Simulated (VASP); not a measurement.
A run of VASP 6.6.1 is set up as follows.

File POSCAR:

```
F
1.0
    2.5112185160     -1.6304914466      0.1027353268
    2.5112185160      1.6304914466      0.1027353268
   -0.3011689780      0.0000000000      6.4767010582
F
4
Direct
    0.5962741259      0.9035515052      0.5965946784
    0.0964484948      0.4037258741      0.9034053216
    0.4037258741      0.0964484948      0.4034053216
    0.9035515052      0.5962741259      0.0965946784
```

File INCAR.step1:

```
SYSTEM = F
PREC = Accurate ; ENCUT = 520
ISMEAR = 0 ; SIGMA = 0.01
LREAL = .FALSE. ; LASPH = .TRUE.
NELM = 80 ; NBANDS = 22
GGA = PE ; ALGO = Normal
EDIFF = 1E-4 ; LWAVE = .TRUE.
LCHARG = .FALSE.
```

Contents of INCAR.step2:

```
SYSTEM = F
PREC = Accurate ; ENCUT = 520
EDIFF = 1E-6 ; ISMEAR = 0
SIGMA = 0.01 ; LREAL = .FALSE.
LASPH = .TRUE. ; NELM = 80
ALGO = Normal ; ISIF = 2
LWAVE = .FALSE. ; LCHARG = .FALSE.
METAGGA = R2SCAN ; LMIXTAU = .TRUE.
NBANDS = 22 ; ISTART = 1
```

The input KPOINTS:

```
Automatic mesh
0
G
  10 10 4
  0 0 0
```

Potentials or basis: VASP PAW PBE potentials, release 64 (F).

Command:

```sh
$ cat potpaw_PBE.64/F/POTCAR > POTCAR
$ cp INCAR.step1 INCAR
$ mpirun -np 1 vasp_std > vasp.out
$ cp INCAR.step2 INCAR
$ mpirun -np 1 vasp_std > vasp.out
```

Q: Predict the pressure.

A: 1.4 GPa.

Q: Estimate the largest force.

A: 0.546 eV/Å.

Q: What does it give for the band gap on the k mesh?

A: 3.77 eV.

Forces in eV/Å, atoms in the order of the input:
```
F   -0.021 -0.245  0.487
F    0.021 -0.245 -0.487
F    0.021  0.245 -0.487
F   -0.021  0.245  0.487
```

Caveat: the cell differs from its parent crystal (uniaxial x strain +2.1%); the PAW data sets were made with another functional, which shifts forces and pressure a little. A k mesh can miss the band edges.
